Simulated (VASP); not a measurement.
**BaZrO3: relaxation of cell and atoms with PBE**

Crystal: BaZrO3.

```
CELL_PARAMETERS angstrom
4.19134 0.00000 0.00000
0.00000 4.19134 0.00000
0.00000 0.00000 4.19134
ATOMIC_POSITIONS crystal
Ba 0.00000 0.00000 0.00000
Zr 0.50000 0.50000 0.50000
O 0.00000 0.50000 0.50000
O 0.50000 0.00000 0.50000
O 0.50000 0.50000 0.00000
```

* Program: VASP 6.6.1
* Task: relaxation of cell and atoms
* Functional: PBE
* Potentials or basis: VASP PAW PBE potentials, release 64 (Ba_sv, Zr_sv, O)
* Cutoff: 600 eV
* k mesh: 6 × 6 × 6
* Occupations: gaussian, width 0.01 eV
* Spin: no spin polarisation
* Target pressure: 4 GPa
* Dipole correction: no
* Further INCAR settings: ALGO = Normal; EDIFF = 1e-07; IBRION = 2; EDIFFG = -0.01; NSW = 100; ISIF = 3

```json
{
 "Relaxed volume": "14.81 Å³/atom",
 "Relaxed cell": "a = 4.199 Å, b = 4.199 Å, c = 4.199 Å, α = 90.00°, β = 90.00°, γ = 90.00°",
 "Space group after relaxing (to 0.05 Å)": "Pm-3m (No. 221)",
 "Energy change on relaxing (the enthalpy is what falls)": "-2.3 meV/atom",
 "Ionic steps": "3",
 "Pressure after relaxing": "4.0 GPa",
 "Band gap on the k mesh": "3.18 eV, indirect (least direct gap 3.41 eV)"
}
```

Step by step:
```
step  energy change (eV)  largest force (eV/Å)  pressure (GPa)  volume (Å³)
   1              0.0000                0.0000            4.94        73.63
   2             -0.0225                0.0000            2.86        74.56
   3             -0.0115                0.0000            4.01        74.04
```

Final structure:
```yaml
crystal:
  lattice:
    - [4.19915, 0.00000, 0.00000]
    - [0.00000, 4.19915, 0.00000]
    - [0.00000, 0.00000, 4.19915]
  atoms:
    - { symbol: Ba, position: [0.00000, 0.00000, 0.00000] }
    - { symbol: Zr, position: [0.50000, 0.50000, 0.50000] }
    - { symbol: O, position: [0.00000, 0.50000, 0.50000] }
    - { symbol: O, position: [0.50000, 0.00000, 0.50000] }
    - { symbol: O, position: [0.50000, 0.50000, 0.00000] }
```

Levels at points of the mesh, in eV from the valence-band top:
```csv
k point,band 16,band 17,band 18,band 19,band 20,band 21,band 22,band 23,band 24
"(0.00, 0.00, 0.00)",-0.98,-0.98,-0.23,-0.23,-0.23,3.18,3.18,3.18,4.65
"(0.50, 0.00, 0.00)",-1.72,-1.72,-1.67,-0.46,-0.46,3.62,5.67,5.67,6.41
"(0.50, 0.50, 0.00)",-2.38,-0.93,-0.93,-0.80,-0.08,5.64,5.64,6.43,6.46
"(0.50, 0.50, 0.50)",-2.54,-2.54,0.00,0.00,0.00,5.96,5.96,5.96,6.95
```

Run time: 2.3 min on 1 thread of Intel Xeon 6975P-C, on a shared host, peak memory 0.24 GiB.

Caveat: the cell is relaxed towards a set pressure, so the enthalpy falls and the energy may rise; spin-orbit coupling is left out, which moves the levels of the heavy elements. PBE usually gives volumes a little too large and moduli too small.
